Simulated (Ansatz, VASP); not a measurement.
V2O3 in VASP and in Ansatz

```
CELL_PARAMETERS angstrom
2.47120 1.42675 4.67203
-2.47120 1.42675 4.67203
0.00000 -2.85350 4.67203
ATOMIC_POSITIONS crystal
V 0.34670 0.34670 0.34670
V 0.15330 0.15330 0.15330
V 0.65330 0.65330 0.65330
V 0.84670 0.84670 0.84670
O 0.56980 0.93020 0.25000
O 0.25000 0.56980 0.93020
O 0.93020 0.25000 0.56980
O 0.43020 0.06980 0.75000
O 0.75000 0.43020 0.06980
O 0.06980 0.75000 0.43020
```

Alike in both runs: task relaxation of cell and atoms; functional PBE; k mesh 6 × 6 × 6; occupations gaussian, width 0.05 eV; collinear spin.

```csv
,VASP,Ansatz
version,VASP 6.6.1,Ansatz 0.2.0
potentials or method,"VASP PAW PBE potentials, release 64 (V_sv, O), cutoff 600 eV","scalar-relativistic, plane waves, PAW"
valence electrons in the cell,88,88
```

|  | VASP | Ansatz | Ansatz less VASP |
| --- | --- | --- | --- |
| gap on the k mesh at the Fermi level, each at its own relaxed structure (eV) | none | none | - |
| net moment per atom (μB) | 0.45 | 0.45 | 0.000 |
| size of the moment on the site where the two differ most (μB) | 1.05 | 0.85 | -0.210 |
| relaxed volume (Å³/atom) | 9.76 | 9.73 | -0.026 |
| relaxed cell length with the largest relative difference (Å) | 5.541 | 5.530 | -0.0117 |

Site moments also hang on the region over which each program counts them. A gap of «none» marks a metal or a gap that the smearing closes.
